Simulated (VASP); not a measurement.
# Al (P-1) in VASP: a series of runs, part 2 of 2

VASP 6.6.1.

### 4 Single point, LDA

Input file INCAR:

```
PREC = Accurate ; ENCUT = 520
EDIFF = 1E-6 ; ISMEAR = -1
SIGMA = 0.05 ; LREAL = F
LASPH = T ; NELM = 60
ALGO = Normal ; ISIF = 2
LWAVE = F ; LCHARG = T
GGA = CA ; LELF = T
LVHAR = T ; NBANDS = 14
```

Input file KPOINTS:

```
Automatic mesh
0
Gamma
  14 14 4
```

Input file POSCAR:

```
Al
1.0
    2.8270770000      0.0141353850      0.0141353850
   -1.4012973950      2.4412533050      0.0051739100
    0.0459299650      0.0459299650      9.1859930000
Al
4
Direct
    0.0000000000      0.0000000000      0.0000000000
    0.3333333333      0.6666666667      0.2500000000
    0.0000000000      0.0000000000      0.5000000000
    0.6666666667      0.3333333333      0.7500000000
```

Potentials or basis: VASP PAW LDA potentials, release 64 (Al).

The run is started by

```
$ cat potpaw_LDA.64/Al/POTCAR > POTCAR
$ mpirun -np 1 vasp_std > vasp.out
```

OUTCAR:

```text
PREC = Accurate
   ENCUT = 520
   EDIFF = 1E-6
   ISMEAR = -1
   LREAL = F
   LASPH = T
   NELM = 60
   ISIF = 2
   GGA = CA

 ion  position               nearest neighbor table
   1  0.000  0.000  0.000-   4 2.80   2 2.80   4 2.82   2 2.82   4 2.83   2 2.83
   2  0.333  0.667  0.250-   1 2.80   3 2.80   3 2.81   1 2.82   1 2.83   3 2.84
   3  0.000  0.000  0.500-   2 2.80   4 2.80   4 2.81   2 2.81   4 2.84   2 2.84
   4  0.667  0.333  0.750-   1 2.80   3 2.80   3 2.81   1 2.82   1 2.83   3 2.84

  LATTYP: Found a triclinic cell.
 ALAT       =     2.8271476760
 B/A-ratio  =     1.7245162848
 C/A-ratio  =     3.2492899910
 COS(alpha) =     0.0036852523
 COS(beta)  =     0.0100244988
 COS(gamma) =     0.8647750779

  Lattice vectors:

 A1 = (  -2.8270770000,  -0.0141353850,  -0.0141353850)
 A2 = (  -4.2283743950,   2.4271179200,  -0.0089614750)
 A3 = (  -0.0459299650,  -0.0459299650,  -9.1859930000)

Analysis of symmetry for initial positions (statically):
=====================================================================
 Subroutine PRICEL returns:
 Original cell was already a primitive cell.

 Routine SETGRP: Setting up the symmetry group for a
 triclinic supercell.

 Subroutine GETGRP returns: Found  2 space group operations
 (whereof  2 operations were pure point group operations)
 out of a pool of  2 trial point group operations.

The static configuration has the point symmetry S_2 .

Analysis of symmetry for dynamics (positions and initial velocities):
=====================================================================
 Subroutine PRICEL returns:
 Original cell was already a primitive cell.

 Routine SETGRP: Setting up the symmetry group for a
 triclinic supercell.

 Subroutine GETGRP returns: Found  2 space group operations
 (whereof  2 operations were pure point group operations)
 out of a pool of  2 trial point group operations.

The dynamic configuration has the point symmetry S_2 .

 Subroutine INISYM returns: Found  2 space group operations
 (whereof  2 operations are pure point group operations),
 and found     1 'primitive' translations

[... 126 lines left out ...]
   IVDW    =     0    specifies the selected vdW correction
   LEPSILON=     F    determine dielectric tensor
   LRPA    =     F    only Hartree local field effects (RPA)
 non-spin polarized calculation
  energy-cutoff  :      520.00
  volume of cell :       63.58
 maximum number of plane-waves:      1728
 NGX is ok and might be reduce to    24
   NGX = 11   NGY = 11   NGZ = 35

 number of electron      12.0000000 magnetization

 Free energy of the ion-electron system (eV)
  ---------------------------------------------------
  ext. energy  EPLUGINS =         0.00000000
  ---------------------------------------------------
  free energy    TOTEN  =       -16.70846144 eV

  energy without entropy =      -16.69442348  energy(sigma->0) =      -16.70144246

 E-fermi :   8.1893     XC(G=0): -10.4835

 val. band max:        8.1838165427   @ k =   0.2143   0.5000   0.2500
 cond. band min:       8.1928716881   @ k =  -0.3571  -0.2143   0.2500
 fundamental gap:      0.0090551454
 Fermi energy:         8.1892550579

 k-point     1 :       0.0000    0.0000    0.0000
  band No.  band energies     occupation
      1      -3.1768      2.00000
      2      -1.4419      2.00000
      3      -1.4333      2.00000
      4       3.5148      2.00000
      5       3.8030      2.00000
      6      11.7764      0.00000
      7      11.7903      0.00000
      8      18.8293      0.00000
      9      19.0106      0.00000
     10      19.0639      0.00000
     11      19.2658      0.00000
     12      19.9896      0.00000
     13      20.1668      0.00000
     14      20.2742      0.00000
[... 377 lines left out ...]
      1      -2.3053      2.00000
      2      -0.6081      2.00000
      3      -0.5464      2.00000
      4       4.3101      2.00000
      5       4.6564      2.00000
      6      12.1252      0.00000
      7      12.4271      0.00000
      8      13.1935      0.00000
      9      14.2116      0.00000
     10      14.4213      0.00000
     11      14.4745      0.00000
     12      15.7996      0.00000
     13      16.0441      0.00000
     14      18.7526      0.00000

 [... further k-points ...]
[... 5 lines left out ...]
  --------------------------------------------------------------------------------------
  -------------------------------------------------------------------------------------
  Total       -0.2357565     -0.2638479      0.3139661      0.0284879     -0.0752508     -0.0713633
  in kB       -5.9412071     -6.6491267      7.9121360      0.7179132     -1.8963650     -1.7983970
  external PRESSURE =      -1.5593993 kB  Pullay stress =       0.0000000 kB

 VOLUME and BASIS-vectors are now :
 -----------------------------------------------------------------------------
  energy-cutoff  :      520.00
  volume of cell :       63.58
      direct lattice vectors                 reciprocal lattice vectors
     2.827077000  0.014135385  0.014135385     0.352723757  0.202471920 -0.002775978
    -1.401297395  2.441253305  0.005173910    -0.002032157  0.408463495 -0.002032157
     0.045929965  0.045929965  9.185993000    -0.000541626 -0.000541626  0.108866810

 POSITION                                       TOTAL-FORCE (eV/Angst)
 -----------------------------------------------------------------------------------
      0.00000      0.00000      0.00000         0.000000      0.000000      0.000000
      0.01964      1.64370      2.30466        -0.000716      0.000067     -0.000185
      0.02296      0.02296      4.59300         0.000000      0.000000      0.000000
      1.45207      0.85762      6.90064         0.000716     -0.000067      0.000185
 -----------------------------------------------------------------------------------
    total drift:                               -0.000000      0.000000      0.000000

  FREE ENERGIE OF THE ION-ELECTRON SYSTEM (eV)
  ---------------------------------------------------
  free  energy   TOTEN  =       -16.7084614374 eV

  energy  without entropy=      -16.6944234796  energy(sigma->0) =      -16.70144246
```

OSZICAR:

```text
N       E                     dE             d eps       ncg     rms          rms(c)
DAV:   1     0.490799941118E+01    0.49080E+01   -0.42052E+03 11112   0.663E+02
DAV:   2    -0.161253705585E+02   -0.21033E+02   -0.19409E+02 14244   0.907E+01
DAV:   3    -0.168263472096E+02   -0.70098E+00   -0.69187E+00 14594   0.132E+01
DAV:   4    -0.168304421753E+02   -0.40950E-02   -0.40937E-02 12932   0.127E+00
DAV:   5    -0.168304698762E+02   -0.27701E-04   -0.27701E-04 14632   0.107E-01    0.285E+00
DAV:   6    -0.167562870437E+02    0.74183E-01   -0.92538E-03 12524   0.459E-01    0.160E+00
DAV:   7    -0.167092522638E+02    0.47035E-01   -0.19140E-02 12456   0.646E-01    0.248E-01
DAV:   8    -0.167084737860E+02    0.77848E-03   -0.46667E-04 15018   0.109E-01    0.249E-02
DAV:   9    -0.167084616473E+02    0.12139E-04   -0.30504E-05 13198   0.267E-02    0.395E-03
DAV:  10    -0.167084614374E+02    0.20995E-06   -0.31059E-06 12764   0.922E-03
   1 F= -.16708461E+02 E0= -.16701442E+02  d E =-.140380E-01
```

Run time: 4 min. Hardware: 1 thread of Intel Xeon 8259CL, shared host; peak memory 0.35 GiB.

What came out:

* Free energy: -16.7085 eV
* Pressure: -0.2 GPa
* Band gap on the k mesh: zero (bands 6 and 7 overlap by 5.86 eV)

### 5 Overview

```tsv
cell	gap on the mesh (eV)	pressure (GPa)
a = 2.827, b = 2.823, c = 9.186 Å, angles 89.9, 89.8, 119.9°, 4 atoms	none	-0.2
a = 2.827, b = 2.819, c = 9.186 Å, angles 89.9, 89.6, 119.7°, 4 atoms	none	-0.2
a = 2.827, b = 2.815, c = 9.186 Å, angles 89.8, 89.4, 119.6°, 4 atoms	none	-0.2
```

Alike in all rows: task single point; level LDA; potentials or basis VASP PAW LDA potentials, release 64 (Al); no spin polarisation; k mesh 14 × 14 × 4; cutoff (eV) 520; smearing fermi-dirac 0.05 eV.

Absolute energies hang on the potentials; compare differences alone.
